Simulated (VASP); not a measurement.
PtSe2: single point with PBE

Crystal: PtSe2.

```
Pt Se
1.0
     3.75126    0.00000    0.00000
    -1.87563    3.24869    0.00000
     0.00000    0.00000    6.31962
Pt Se
1 2
Direct
  0.00000 0.00000 0.00000
  0.33333 0.66667 0.20676
  0.66667 0.33333 0.79324
```

```yaml
Program: VASP 6.6.1
Task: single point
Functional: PBE
Potentials_or_basis: VASP PAW PBE potentials, release 64 (Pt, Se)
Cutoff: 520 eV
k_mesh: 12 × 12 × 4
Occupations: gaussian, width 0.02 eV
Spin: no spin polarisation
Dipole_correction: no
Further_INCAR_settings: ALGO = Normal; EDIFF = 1e-06; NBANDS = 18
```

- Pressure: 0.1 GPa
- Band gap on the k mesh: 0.76 eV (least direct gap 0.93 eV)

Levels at points of the mesh, in eV from the valence-band top:
```tsv
k point	band 7	band 8	band 9	band 10	band 11	band 12	band 13	band 14	band 15	band 16
(0.00, 0.00, 0.00)	-3.13	-1.71	-0.35	-0.35	-0.18	2.53	2.53	4.15	5.09	8.03
(0.50, 0.00, 0.00)	-2.62	-2.57	-2.23	-2.20	-2.01	1.81	2.45	4.64	5.99	7.87
(0.00, 0.00, 0.50)	-3.13	-1.52	-1.36	-0.39	-0.39	2.63	2.63	5.21	5.85	7.56
(0.50, 0.00, 0.50)	-2.63	-2.62	-2.31	-2.12	-1.40	2.08	2.23	4.33	5.61	7.23
```

Wall time 2.3 min on 1 thread of AMD EPYC 7R13, with other jobs on the host, peak memory 0.22 GiB.

Caveat: spin-orbit coupling is left out, which moves the levels of the heavy elements; this functional lacks dispersion, which binds layers or chains, so the pressure and a relaxed spacing across them are unreliable. A k mesh can miss the band edges.
